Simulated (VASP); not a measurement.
## GaN: single point with RPBE+D3(BJ)

Crystal: GaN.

```
CELL_PARAMETERS angstrom
0.00000 2.12090 2.12090
2.12090 0.00000 2.12090
2.12090 2.12090 0.00000
ATOMIC_POSITIONS crystal
Ga 0.00000 0.00000 0.00000
N 0.50000 0.50000 0.50000
```

```yaml
Program: VASP 6.6.1
Task: single point
Functional: RPBE
Dispersion: D3(BJ)
Potentials_or_basis: VASP PAW PBE potentials, release 64 (Ga_d, N)
Cutoff: 520 eV
k_mesh: 11 × 11 × 11
Occupations: fermi-dirac, width 0.05 eV
Spin: collinear spin
Starting_moments: "[0.5, 0.0] μB"
```

```json
{
 "Pressure": "-16.7 GPa",
 "Band gap on the k mesh": "0.76 eV (least direct gap 2.63 eV)",
 "Net moment": "0.00 μB per cell",
 "Valence electrons inside the program's atomic spheres": "Ga 11.63; N 3.74",
 "Dispersion energy per atom": "-1.444 eV"
}
```

Levels at points of the mesh, in eV from the valence-band top:
Spin up:
```csv
k point,band 6,band 7,band 8,band 9,band 10,band 11,band 12,band 13
"(0.00, 0.00, 0.00)",-13.92,-0.50,-0.50,-0.50,2.13,14.65,14.65,14.65
```
Spin down:
```csv
k point,band 7,band 8,band 9,band 10,band 11,band 12
"(0.00, 0.00, 0.00)",-0.50,-0.50,-0.50,2.13,14.65,14.65
```

Run time: 63 s on 1 thread of Intel Xeon 8259CL, with other jobs on the host, peak memory 0.18 GiB.

Caveat: three body term missing; the cell stands under tension; the dispersion term is far too large for a dense solid, which distorts pressure and volume; semilocal functionals underestimate gaps, and a narrow one can read as zero; the PAW data sets were made with another functional, which shifts forces and pressure a little; an odd mesh through Γ misses points on the zone boundary, where band edges can lie.
